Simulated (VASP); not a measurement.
## FeNi: single point with PBEsol+D3(BJ)

Crystal: FeNi.

```xyz
2
Lattice="2.4332 0.0000 0.0000 0.0000 2.4332 0.0000 0.0000 0.0000 3.5246" Properties=species:S:1:pos:R:3 pbc="T T T"
Fe    0.0000    0.0000    0.0000
Ni    1.2166    1.2166    1.7623
```

```yaml
Program: VASP 6.6.1
Task: single point
Functional: PBEsol
Dispersion: D3(BJ)
Potentials_or_basis: VASP PAW PBE potentials, release 64 (Fe, Ni)
Cutoff: 520 eV
k_mesh: 13 × 13 × 9, shifted
Occupations: methfessel-paxton, width 0.1 eV
Spin: collinear spin, ferrimagnetic start
Starting_moments: "[2.4, -1.0] μB"
```

```yaml
Pressure: 0.1 GPa
Net_moment: 3.01 μB per cell
Site_moments: Fe +2.40; Ni +0.59 μB
Valence_electrons_inside_the_program's_atomic_spheres: Fe 7.34; Ni 9.51
Dispersion_energy_per_atom: -0.397 eV
```

Stress tensor (GPa, compression positive):
```
0.01 0.00 0.00
0.00 0.01 0.00
0.00 0.00 0.15
```

Levels at points of the mesh, in eV from the Fermi level:
Spin up:
```csv
k point,band 7,band 8,band 9,band 10,band 11,band 12,band 13,band 14
"(0.50, 0.50, 0.50)",-1.67,-1.46,-0.55,0.35,8.23,8.23,8.39,8.39
```
Spin down:
```csv
k point,band 4,band 5,band 6,band 7,band 8,band 9,band 10,band 11,band 12,band 13
"(0.50, 0.50, 0.50)",-2.71,-1.74,-1.74,-0.89,0.41,1.14,2.58,8.89,8.89,8.93
```

It took 3 min on 1 thread of Intel Xeon 8259CL, on a shared host, peak memory 0.22 GiB.

Caveat: the PAW data sets were made with another functional, which shifts forces and pressure a little.
